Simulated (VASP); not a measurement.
Input of a VASP 6.6.1 run:

The input INCAR:

```
PREC = Accurate ; ENCUT = 520
EDIFF = 1E-6 ; ISMEAR = 0
SIGMA = 0.01 ; LREAL = F
LASPH = T ; NELM = 60
ALGO = Normal ; ISIF = 2
LWAVE = F ; LCHARG = T
GGA = PE ; LELF = T
LVHAR = T ; NBANDS = 18
```

Contents of KPOINTS:

```
regular mesh
0
Gamma
  10 10 10
```

The input POSCAR:

```
SnC2
1.0
   -2.0350734218      2.0350734218      3.2980090494
    2.0350734218     -2.0350734218      3.2980090494
    2.0350734218      2.0350734218     -3.2980090494
Sn C
1 2
Direct
    0.0000000000      0.0000000000      0.0000000000
    0.5962717217      0.5962717217      0.0000000000
    0.4037282783      0.4037282783      0.0000000000
```

Potentials or basis: VASP PAW PBE potentials, release 64 (Sn_d, C).

Run with:

```bash
$ cat potpaw_PBE.64/Sn_d/POTCAR potpaw_PBE.64/C/POTCAR > POTCAR
$ mpirun -np 1 vasp_std > vasp.out
```

Question: Estimate the band gap on the k mesh.

Answer: 0.94 eV (least direct gap 1.70 eV).

Question: Predict the largest force.

Answer: 0.110 eV/Å.

Question: Predict the pressure.

Answer: 0.1 GPa.

Forces in eV/Å, atoms in the order of the input:
```
Sn   0.000  0.000  0.000
C    0.000  0.000  0.110
C    0.000  0.000 -0.110
```

Caveat: spin-orbit coupling is left out, which moves the levels of the heavy elements. A k mesh can miss the band edges.
